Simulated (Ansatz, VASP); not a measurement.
One calculation of TiO2, two programs

```xyz
6
Lattice="4.6075 0.0000 0.0000 0.0000 4.6075 0.0000 0.0000 0.0000 2.9672" Properties=species:S:1:pos:R:3 pbc="T T T"
Ti    0.0000    0.0000    0.0000
Ti    2.3037    2.3037    1.4836
O     1.4051    1.4051    0.0000
O     0.8986    3.7088    1.4836
O     3.2024    3.2024    0.0000
O     3.7088    0.8986    1.4836
```

Alike in both runs: task single point; functional PBEsol; k mesh 4 × 4 × 6; no spin polarisation.

|  | VASP | Ansatz |
| --- | --- | --- |
| version | VASP 6.6.1 | Ansatz 0.2.0 |
| potentials or method | VASP PAW PBE potentials, release 64 (Ti_sv, O), cutoff 600 eV | plane waves, PAW |
| occupations | gaussian, width 0.01 eV | fixed |
| valence electrons in the cell | 48 | 48 |

VASP gave:

| Property | Result |
| --- | --- |
| pressure (GPa) | -3.6 |
| traceless stress, the component that is largest in VASP (GPa) | -1.54 |

Problem. What did Ansatz give for the same quantities?

Solution. Pressure (GPa): -4.0; traceless stress, the component that is largest in VASP (GPa): -1.73.

VASP's potentials were made for PBE, not for PBEsol.
